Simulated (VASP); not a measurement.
# InP (F-43m) in VASP: a series of runs, part 2 of 2

VASP 6.6.1. The steps go on from the part before.

## Step 4: Relaxation of cell and atoms, PBE, target pressure 60 GPa, at which the enthalpy is minimised

This run uses another cell than the first one, of 25.72 Å³/atom, 1.011 times its volume.

Input file INCAR:

```
PREC     = Accurate       # precision mode
ENCUT    = 600            # plane-wave cutoff, eV
EDIFF    = 1E-6           # SCF threshold, eV
ISMEAR   = 0              # smearing method
SIGMA    = 0.1            # smearing width, eV
LREAL    = False          # projectors in reciprocal space
LASPH    = True           # aspherical terms in the spheres
NELM     = 100            # most SCF steps
ALGO     = Normal         # electronic algorithm
ISIF     = 3              # what is computed and relaxed
LWAVE    = False          # write WAVECAR
LCHARG   = False          # write CHGCAR
GGA      = PE             # functional
IBRION   = 2              # ionic algorithm
NSW      = 25             # ionic steps
EDIFFG   = -0.03          # ionic threshold
PSTRESS  = 600.0
```

Input file KPOINTS:

```
Automatic mesh
0
Gamma
  2 2 2
```

Input file POSCAR:

```
InP
1.0
    0.0000000000      2.9519763857      2.9519763857
    2.9519763857      0.0000000000      2.9519763857
    2.9519763857      2.9519763857      0.0000000000
In P
1 1
Direct
    0.0000000000      0.0000000000      0.0000000000
    0.2500000000      0.2500000000      0.2500000000
```

On the command line:

```console
$ cat potpaw_PBE.64/In_d/POTCAR potpaw_PBE.64/P/POTCAR > POTCAR
$ mpirun -np 1 vasp_std > vasp.out
```

Run time: 67 s. Hardware: 1 thread of Intel Xeon 8259CL, shared host; peak memory 0.24 GiB.

The run converged. Its results:

| Property | Result |
| --- | --- |
| Free energy | -4.1957 eV |
| Relaxed volume | 18.26 Å³/atom |
| Relaxed cell | a = 3.724 Å, b = 3.724 Å, c = 3.724 Å, α = 60.00°, β = 60.00°, γ = 60.00° |
| Space group after relaxing (to 0.05 Å) | F-43m (No. 216) |
| Energy change on relaxing (the enthalpy is what falls) | +1205.1 meV/atom |
| Ionic steps | 6 |
| Pressure after relaxing | 59.8 GPa |
| Band gap on the k mesh | 0.81 eV, indirect (least direct gap 2.23 eV) |

The path:
| step | energy change (eV) | largest force (eV/Å) | pressure (GPa) | volume (Å³) |
| --- | --- | --- | --- | --- |
| 1 | 0.0000 | 0.0000 | 5.56 | 51.45 |
| 2 | 100.7810 | 0.0000 | 3037.88 | 9.95 |
| 3 | 0.8484 | 0.0000 | 28.03 | 42.45 |
| 4 | 1.2735 | 0.0000 | 37.09 | 40.35 |
| 5 | 2.5268 | 0.0000 | 62.12 | 36.22 |
| 6 | 2.4101 | 0.0000 | 59.81 | 36.52 |

Final structure:
```yaml
crystal:
  lattice:
    - [0.00000, 2.63338, 2.63338]
    - [2.63338, 0.00000, 2.63338]
    - [2.63338, 2.63338, 0.00000]
  atoms:
    - { symbol: In, position: [0.00000, 0.00000, 0.00000] }
    - { symbol: P, position: [0.25000, 0.25000, 0.25000] }
```

Levels at points of the mesh, in eV from the valence-band top:
```csv
k point,band 7,band 8,band 9,band 10,band 11,band 12
"(0.00, 0.00, 0.00)",0.00,0.00,0.00,2.23,3.57,3.57
"(0.50, 0.00, 0.00)",-8.12,-1.64,-1.64,2.02,4.35,4.35
"(0.50, 0.50, 0.00)",-7.68,-3.81,-3.81,0.81,1.69,10.48
```

Caveat: the k points lie up to 1.03 Å⁻¹ apart in the final cell; the cell is relaxed towards a set pressure, so the enthalpy falls and the energy may rise; the volume moved by over 15 % at a fixed basis, so the end points are rough; spin-orbit coupling is left out, which moves the levels of the heavy elements. A k mesh can miss the band edges.

## Step 5: Single point, PBE

This run uses another cell than the first one, of 25.72 Å³/atom, 1.011 times its volume.

Input file INCAR:

```
PREC = Accurate
ENCUT = 500
EDIFF = 1E-6
ISMEAR = -5
SIGMA = 0.1
LREAL = F
LASPH = T
NELM = 120
ALGO = Normal
ISIF = 2
LWAVE = F
LCHARG = F
GGA = PE
NBANDS = 16
GGA_COMPAT = F
```

Input file KPOINTS:

```
regular mesh
0
Gamma
  4 4 4
```

POSCAR is that of step 4.

On the command line:

```console
$ cat potpaw_PBE.64/In_d/POTCAR potpaw_PBE.64/P/POTCAR > POTCAR
$ mpirun -np 1 vasp_std > vasp.out
```

It took 9.6 s on 1 thread of Intel Xeon 6975P-C, shared host; peak memory 0.16 GiB.

The run converged. Its results:

```
Free energy            : -8.2910 eV
Pressure               : 1.9 GPa
Band gap on the k mesh : 0.58 eV, direct
```

Levels at points of the mesh, in eV from the valence-band top:
```csv
k point,band 6,band 7,band 8,band 9,band 10,band 11,band 12,band 13
"(0.00, 0.00, 0.00)",-11.37,0.00,0.00,0.00,0.58,4.06,4.06,4.06
"(0.50, 0.00, 0.00)",-9.72,-5.64,-0.95,-0.95,1.43,4.78,4.78,7.04
"(0.50, 0.50, 0.00)",-9.08,-5.68,-2.26,-2.26,1.77,2.25,9.08,9.43
```

Caveat: the k points lie up to 0.46 Å⁻¹ apart; spin-orbit coupling is left out, which moves the levels of the heavy elements.

## Step 6: Single point, LDA

This run uses another cell than the first one, of 27.01 Å³/atom, 1.062 times its volume.

Input file INCAR:

```
  PREC = Accurate
  ENCUT = 500
  EDIFF = 1E-6
  ISMEAR = 0
  SIGMA = 0.1
  LREAL = F
  LASPH = T
  NELM = 120
  ALGO = Normal
  ISIF = 2
  LWAVE = F
  LCHARG = F
  GGA = CA
  ISYM = 0
  NBANDS = 16
  GGA_COMPAT = F
```

Input file KPOINTS:

```
Automatic mesh
0
Gamma
  4 1 3
```

Input file POSCAR:

```
InP
1.0
    0.0000000000      3.0003780438      3.0003780438
    3.0003780438      0.0000000000      3.0003780438
    3.0003780438      3.0003780438      0.0000000000
In P
1 1
Direct
    0.0000000000      0.0000000000      0.0000000000
    0.2500000000      0.2500000000      0.2500000000
```

Potentials or basis: VASP PAW LDA potentials, release 64 (In_d, P).

On the command line:

```console
$ cat potpaw_LDA.64/In_d/POTCAR potpaw_LDA.64/P/POTCAR > POTCAR
$ mpirun -np 1 vasp_std > vasp.out
```

OUTCAR:

```text
PREC = Accurate
   ENCUT = 500
   EDIFF = 1E-6
   ISMEAR = 0
   LREAL = F
   LASPH = T
   NELM = 120
   ISIF = 2
   GGA = CA
   ISYM = 0

 ion  position               nearest neighbor table
   1  0.000  0.000  0.000-   2 2.60   2 2.60   2 2.60   2 2.60
   2  0.250  0.250  0.250-   1 2.60   1 2.60   1 2.60   1 2.60

IMPORTANT INFORMATION: All symmetrisations will be switched off!
NOSYMM: (Re-)initialisation of all symmetry stuff for point group C_1.

[... 287 lines left out ...]
------------------------ aborting loop because EDIFF is reached ----------------------------------------

  FORCE on cell =-STRESS in cart. coord.  units (eV):
  Direction    XX          YY          ZZ          XY          YZ          ZX
  --------------------------------------------------------------------------------------
  -------------------------------------------------------------------------------------
  Total        1.1703608      0.5732378      1.1703552      0.1338492     -0.1338475      2.2932880
  in kB       34.7114222     17.0015080     34.7112572      3.9697972     -3.9697484     68.0160262
  external PRESSURE =      28.8080625 kB  Pullay stress =       0.0000000 kB

 VOLUME and BASIS-vectors are now :
 -----------------------------------------------------------------------------
  energy-cutoff  :      500.00
  volume of cell :       54.02
      direct lattice vectors                 reciprocal lattice vectors
     0.000000000  3.000378044  3.000378044    -0.166645667  0.166645667  0.166645667
     3.000378044  0.000000000  3.000378044     0.166645667 -0.166645667  0.166645667
     3.000378044  3.000378044  0.000000000     0.166645667  0.166645667 -0.166645667

 POSITION                                       TOTAL-FORCE (eV/Angst)
 -----------------------------------------------------------------------------------
      0.00000      0.00000      0.00000         0.052388     -1.044358     -0.052389
      1.50019      1.50019      1.50019        -0.052388      1.044358      0.052389
 -----------------------------------------------------------------------------------
    total drift:                               -0.000019      0.000010      0.000019

  FREE ENERGIE OF THE ION-ELECTRON SYSTEM (eV)
  ---------------------------------------------------
  free  energy   TOTEN  =        -7.1766034919 eV

  energy  without entropy=       -7.1632950885  energy(sigma->0) =       -7.16994929
```

OSZICAR:

```text
N       E                     dE             d eps       ncg     rms          rms(c)
DAV:   1     0.107641983875E+03    0.10764E+03   -0.82959E+03   232   0.118E+03
DAV:   2    -0.597974011591E+00   -0.10824E+03   -0.10272E+03   248   0.275E+02
DAV:   3    -0.772327082163E+01   -0.71253E+01   -0.70548E+01   288   0.717E+01
DAV:   4    -0.791211109161E+01   -0.18884E+00   -0.18875E+00   264   0.130E+01
DAV:   5    -0.792459582103E+01   -0.12485E-01   -0.12484E-01   352   0.289E+00    0.577E+00
DAV:   6    -0.723834338894E+01    0.68625E+00   -0.11353E+00   352   0.143E+01    0.357E+00
DAV:   7    -0.718366267032E+01    0.54681E-01   -0.25124E-01   280   0.286E+00    0.158E+00
DAV:   8    -0.717698344846E+01    0.66792E-02   -0.21160E-02   328   0.177E+00    0.439E-01
DAV:   9    -0.717647819211E+01    0.50526E-03   -0.23963E-03   304   0.592E-01    0.156E-01
DAV:  10    -0.717657324127E+01   -0.95049E-04   -0.43253E-04   280   0.244E-01    0.111E-01
DAV:  11    -0.717660908755E+01   -0.35846E-04   -0.82345E-05   312   0.783E-02    0.370E-02
DAV:  12    -0.717660315605E+01    0.59315E-05   -0.19606E-05   248   0.290E-02    0.133E-02
DAV:  13    -0.717660349192E+01   -0.33587E-06   -0.13535E-06   264   0.976E-03
   1 F= -.71766035E+01 E0= -.71699493E+01  d E =-.133084E-01
```

stdout:

```text
POSCAR found type information on POSCAR InP
 POSCAR found :  2 types and       2 ions
 scaLAPACK will be used
 LDA part: xc-table for (Slater(with rela. corr.)+CA(PZ))
 , standard interpolation
 -----------------------------------------------------------------------------
|                                                                             |
|           W    W    AA    RRRRR   N    N  II  N    N   GGGG   !!!           |
|           W    W   A  A   R    R  NN   N  II  NN   N  G    G  !!!           |
|           W    W  A    A  R    R  N N  N  II  N N  N  G       !!!           |
|           W WW W  AAAAAA  RRRRR   N  N N  II  N  N N  G  GGG   !            |
|           WW  WW  A    A  R   R   N   NN  II  N   NN  G    G                |
|           W    W  A    A  R    R  N    N  II  N    N   GGGG   !!!           |
|                                                                             |
|     Your reciprocal lattice and k-lattice belong to different lattice       |
|     classes:                                                                |
|                                                                             |
|        The reciprocal lattice is body-centered cubic,                       |
|        whereas your k-lattice is base-centered monoclinic.                  |
|                                                                             |
|     Results are often still useful ...                                      |
|                                                                             |
 -----------------------------------------------------------------------------

 POSCAR, INCAR and KPOINTS ok, starting setup
 FFT: planning ... GRIDC
 FFT: planning ... GRID_SOFT
 FFT: planning ... GRID
 WAVECAR not read
 entering main loop
```

It took 7.3 s on 1 thread of Intel Xeon 6975P-C, shared host; peak memory 0.15 GiB.

The run converged, but its numbers aren't listed here, since they failed a check.

Caveat: the k points lie up to 1.81 Å⁻¹ apart; spin-orbit coupling is left out, which moves the levels of the heavy elements.

## Step 7: Summary

| task | level | cell | k mesh | cutoff (eV) | smearing | gap on the mesh (eV) | pressure (GPa) |
| --- | --- | --- | --- | --- | --- | --- | --- |
| single point | PBEsol | a = 4.159 Å, angles 60.0°, 2 atoms | 4 × 4 × 4 | 520 | gaussian 0.1 eV | 0.54 | 0.0 |
| single point | r2SCAN | a = 4.175 Å, angles 60.0°, 2 atoms | 2 × 2 × 2, shifted | 520 | fermi-dirac 0.25852 eV | 3.15 | -0.5 |
| relaxation of cell and atoms | PBE | relaxed to 60 GPa from a = 4.175 Å, angles 60.0°, 2 atoms | 2 × 2 × 2 | 600 | gaussian 0.1 eV | 0.81 | 59.8 |
| single point | PBE | a = 4.175 Å, angles 60.0°, 2 atoms | 4 × 4 × 4 | 500 | tetrahedron | 0.58 | 1.9 |

Alike in all rows: potentials or basis VASP PAW PBE potentials, release 64 (In_d, P); no spin polarisation.

Caveats: all runs use coarse meshes; spin-orbit coupling is left out, which moves the levels of the heavy elements; the PAW data sets were made with another functional, which shifts forces and pressure a little (some runs); the cell is relaxed towards a set pressure, so the enthalpy falls and the energy may rise (some runs); the volume moved by over 15 % at a fixed basis, so the end points are rough (some runs).

Total energies depend on the potentials used, so only differences within one code and one set of settings carry meaning.
